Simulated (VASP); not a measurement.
# AgCl (I4/mmm) in VASP: a series of runs, part 2 of 2

VASP 6.6.1. The steps go on from the part before.

### Step 3. Single point, PBE (strain +0.080 along x and y, +0.040 along z)

Input file INCAR:

```
SYSTEM = AgCl
  PREC = Accurate
  ENCUT = 520
  EDIFF = 1E-7
  ISMEAR = 0
  SIGMA = 0.05
  LREAL = .FALSE.
  LASPH = .TRUE.
  NELM = 60
  ALGO = Normal
  ISIF = 2
  LWAVE = .FALSE.
  LCHARG = .FALSE.
  GGA = PE
  NBANDS = 16
```

Input file KPOINTS:

```
regular mesh
0
G
  8 8 8
  0 0 0
```

Input file POSCAR:

```
AgCl
1.0
    0.0000000000      3.0305046789      2.9182637648
    3.0305046789      0.0000000000      2.9182637648
    3.0305046789      3.0305046789      0.0000000000
Ag Cl
1 1
Direct
    0.5000000000      0.5000000000      0.5000000000
    0.0000000000      0.0000000000      0.0000000000
```

Potentials or basis: VASP PAW PBE potentials, release 64 (Ag, Cl).

Launch:

```bash
cat potpaw_PBE.64/Ag/POTCAR potpaw_PBE.64/Cl/POTCAR > POTCAR
mpirun -np 1 vasp_std > vasp.out
```

OUTCAR:

```text
SYSTEM = AgCl
   PREC = Accurate
   ENCUT = 520
   EDIFF = 1E-7
   ISMEAR = 0
   LREAL = .FALSE.
   LASPH = .TRUE.
   NELM = 60
   ISIF = 2
   GGA = PE

 ion  position               nearest neighbor table
   1  0.500  0.500  0.500-   2 2.92   2 2.92   2 3.03   2 3.03   2 3.03   2 3.03
   2  0.000  0.000  0.000-   1 2.92   1 2.92   1 3.03   1 3.03   1 3.03   1 3.03

  LATTYP: Found a body centered tetragonal cell.
 ALAT       =     4.2857808177
 C/A-ratio  =     1.3618352823

  Lattice vectors:

 A1 = (   0.0000000000,  -3.0305046789,  -2.9182637648)
 A2 = (   0.0000000000,   3.0305046789,  -2.9182637648)
 A3 = (   3.0305046789,   0.0000000000,   2.9182637648)

Analysis of symmetry for initial positions (statically):
=====================================================================
 Subroutine PRICEL returns:
 Original cell was already a primitive cell.

 Routine SETGRP: Setting up the symmetry group for a
 body centered tetragonal supercell.

 Subroutine GETGRP returns: Found 16 space group operations
 (whereof 16 operations were pure point group operations)
 out of a pool of 16 trial point group operations.

The static configuration has the point symmetry D_4h.

Analysis of symmetry for dynamics (positions and initial velocities):
=====================================================================
 Subroutine PRICEL returns:
 Original cell was already a primitive cell.

 Routine SETGRP: Setting up the symmetry group for a
 body centered tetragonal supercell.

 Subroutine GETGRP returns: Found 16 space group operations
 (whereof 16 operations were pure point group operations)
 out of a pool of 16 trial point group operations.

The dynamic configuration has the point symmetry D_4h.

 Subroutine INISYM returns: Found 16 space group operations
 (whereof 16 operations are pure point group operations),
 and found     1 'primitive' translations

----------------------------------------------------------------------------------------

                                     Primitive cell
[... 106 lines left out ...]
   ISMEAR =     0;   SIGMA  =   0.05  broadening in eV -4-tet -1-fermi 0-gaus
   EFERMI_NEDOS =   21; number of points for ismear=-14 and -15
   IALGO  =     38    algorithm
   IMIX   =      4    mixing-type and parameters
     AMIX     =   0.40;   BMIX     =  1.00
     AMIX_MAG =   1.60;   BMIX_MAG =  1.00
  volume/ion in A,a.u.               =      26.80       180.86
  Fermi-wavevector in a.u.,A,eV,Ry     =   1.137900  2.150320 17.617054  1.294817
  Thomas-Fermi vector in A             =   2.274605
   LORBIT       =      0    0 simple, 1 ext, 2 COOP (PROOUT), +10 PAW based schemes
   GGA     = PE    functional components
   LHFCALC =     F    Hartree Fock is set to
   AEXX    =    0.0000 exact exchange contribution
   IVDW    =     0    specifies the selected vdW correction
   LEPSILON=     F    determine dielectric tensor
   LRPA    =     F    only Hartree local field effects (RPA)
 non-spin polarized calculation
 Gauss-broadening in eV      SIGMA  =   0.05
  energy-cutoff  :      520.00
  volume of cell :       53.60
 maximum number of plane-waves:      1460
   NGX = 15   NGY = 15   NGZ = 15

 number of electron      17.9999994 magnetization

 Free energy of the ion-electron system (eV)
  ---------------------------------------------------
  ext. energy  EPLUGINS =         0.00000000
  ---------------------------------------------------
  free energy    TOTEN  =        -5.22648987 eV

  energy without entropy =       -5.22648987  energy(sigma->0) =       -5.22648987

 E-fermi :   1.5505     XC(G=0):  -8.8082

 val. band max:        1.3407546324   @ k =   0.5000   0.0000   0.0000
 cond. band min:       2.3181662108   @ k =   0.0000   0.0000   0.0000
 fundamental gap:      0.9774115784
 Fermi energy:         1.5505342296

 k-point     1 :       0.0000    0.0000    0.0000
  band No.  band energies     occupation
      1     -12.5621      2.00000
      2      -0.5042      2.00000
      3      -0.5042      2.00000
      4      -0.4580      2.00000
      5      -0.4572      2.00000
      6      -0.4569      2.00000
[... 433 lines left out ...]
      3      -1.4681      2.00000
      4      -1.3179      2.00000
      5      -0.3923      2.00000
      6      -0.3049      2.00000
[... 8 lines left out ...]
     15      14.5040      0.00000
     16      14.8726      0.00000

 [... further k-points ...]
[... 5 lines left out ...]
  --------------------------------------------------------------------------------------
  -------------------------------------------------------------------------------------
  Total       -1.5644363     -1.5644363     -1.7848025      0.0000000      0.0000000      0.0000000
  in kB      -46.7610242    -46.7610242    -53.3477740      0.0000000      0.0000000      0.0000000
  external PRESSURE =     -48.9566075 kB  Pullay stress =       0.0000000 kB

 VOLUME and BASIS-vectors are now :
 -----------------------------------------------------------------------------
  energy-cutoff  :      520.00
  volume of cell :       53.60
      direct lattice vectors                 reciprocal lattice vectors
     0.000000000  3.030504679  2.918263765    -0.164989021  0.164989021  0.171334753
     3.030504679  0.000000000  2.918263765     0.164989021 -0.164989021  0.171334753
     3.030504679  3.030504679  0.000000000     0.164989021  0.164989021 -0.171334753

 POSITION                                       TOTAL-FORCE (eV/Angst)
 -----------------------------------------------------------------------------------
      3.03050      3.03050      2.91826         0.000000      0.000000      0.000000
      0.00000      0.00000      0.00000        -0.000000     -0.000000      0.000000
 -----------------------------------------------------------------------------------
    total drift:                                0.000000     -0.000000      0.000000

  FREE ENERGIE OF THE ION-ELECTRON SYSTEM (eV)
  ---------------------------------------------------
  free  energy   TOTEN  =        -5.2264898717 eV

  energy  without entropy=       -5.2264898717  energy(sigma->0) =       -5.22648987
```

stdout:

```text
POSCAR found type information on POSCAR AgCl
 POSCAR found :  2 types and       2 ions
 scaLAPACK will be used
 LDA part: xc-table for (Slater+PW92), standard interpolation
 POSCAR, INCAR and KPOINTS ok, starting setup
 FFT: planning ... GRIDC
 FFT: planning ... GRID_SOFT
 FFT: planning ... GRID
 WAVECAR not read
 entering main loop
```

Run time: 32 s. Hardware: 1 thread of Intel Xeon 6975P-C, shared host; peak memory 0.2 GiB.

Results:

```yaml
Free_energy: -5.2265 eV
Pressure: -4.9 GPa
Band_gap_on_the_k_mesh: 0.98 eV, indirect (least direct gap 2.48 eV)
```

Stress tensor (GPa, compression positive):
```
-4.68  0.00  0.00
 0.00 -4.68  0.00
 0.00  0.00 -5.33
```

Levels at points of the mesh, in eV from the valence-band top:
| k point | band 6 | band 7 | band 8 | band 9 | band 10 | band 11 | band 12 | band 13 |
| --- | --- | --- | --- | --- | --- | --- | --- | --- |
| (0.00, 0.00, 0.00) | -1.80 | -1.61 | -1.50 | -1.50 | 0.98 | 10.80 | 10.80 | 10.93 |
| (0.50, 0.00, 0.00) | -1.62 | -1.39 | -0.16 | 0.00 | 4.68 | 5.37 | 7.74 | 8.05 |
| (0.50, 0.50, 0.00) | -1.67 | -1.56 | -1.56 | -1.56 | 2.59 | 8.13 | 8.13 | 10.17 |
| (0.50, 0.00, 0.50) | -1.70 | -1.57 | -1.57 | -1.55 | 2.58 | 7.77 | 8.32 | 10.22 |

Caveat: the cell differs from its parent crystal (strain +0.080 along x and y, +0.040 along z). A k mesh can miss the band edges.

### Step 4. Single point, PBE (strain -0.080 along x and y, +0.000 along z)

Input file INCAR:

```
ALGO = Normal ; EDIFF = 1E-6
ENCUT = 520 ; GGA = PE
ISIF = 2 ; ISMEAR = 0
LASPH = T ; LCHARG = F
LREAL = F ; LWAVE = F
NBANDS = 16 ; NELM = 60
PREC = Accurate ; SIGMA = 0.05
```

Input file KPOINTS:

```
k-points
0
Gamma
  8 8 8
```

Input file POSCAR:

```
AgCl
1.0
    0.0000000000      2.5815410227      2.8060228508
    2.5815410227      0.0000000000      2.8060228508
    2.5815410227      2.5815410227      0.0000000000
Ag Cl
1 1
Direct
    0.5000000000      0.5000000000      0.5000000000
    0.0000000000      0.0000000000      0.0000000000
```

Launch:

```bash
cat potpaw_PBE.64/Ag/POTCAR potpaw_PBE.64/Cl/POTCAR > POTCAR
mpirun -np 1 vasp_std > vasp.out
```

It took 31 s on 1 thread of AMD EPYC 7R43 (Zen 3), shared host; peak memory 0.14 GiB.

Results (log left out):

| Item | Value |
| --- | --- |
| Free energy | -5.1699 eV |
| Pressure | 11.6 GPa |
| Band gap on the k mesh | 0.64 eV, indirect (least direct gap 3.48 eV) |

Stress tensor (GPa, compression positive):
```
13.83  0.00  0.00
 0.00 13.83  0.00
 0.00  0.00  7.22
```

Levels at points of the mesh, in eV from the valence-band top:
```tsv
k point	band 7	band 8	band 9	band 10	band 11	band 12
(0.00, 0.00, 0.00)	-3.33	-3.33	-3.10	0.64	10.37	10.57
(0.50, 0.00, 0.00)	-2.48	-0.66	0.00	3.48	6.68	7.07
(0.50, 0.50, 0.00)	-2.76	-2.76	-2.57	1.97	7.90	8.19
(0.50, 0.00, 0.50)	-2.81	-2.71	-2.50	1.79	7.35	8.99
```

Caveat: the cell differs from its parent crystal (strain -0.080 along x and y, +0.000 along z). A k mesh can miss the band edges.

### Step 5. The runs side by side

```tsv
cell	gap on the mesh (eV)	pressure (GPa)
a = 4.130, b = 4.130, c = 4.286 Å, angles 58.7, 58.7, 62.5°, 2 atoms	0.88	-4.1
a = 4.207, b = 4.207, c = 4.286 Å, angles 59.4, 59.4, 61.2°, 2 atoms	0.98	-4.9
a = 3.813, b = 3.813, c = 3.651 Å, angles 61.4, 61.4, 57.2°, 2 atoms	0.64	11.6
```

Alike in all rows: task single point; level PBE; potentials or basis VASP PAW PBE potentials, release 64 (Ag, Cl); no spin polarisation; k mesh 8 × 8 × 8; cutoff (eV) 520; smearing gaussian 0.05 eV.

Absolute energies hang on the potentials; compare differences alone.
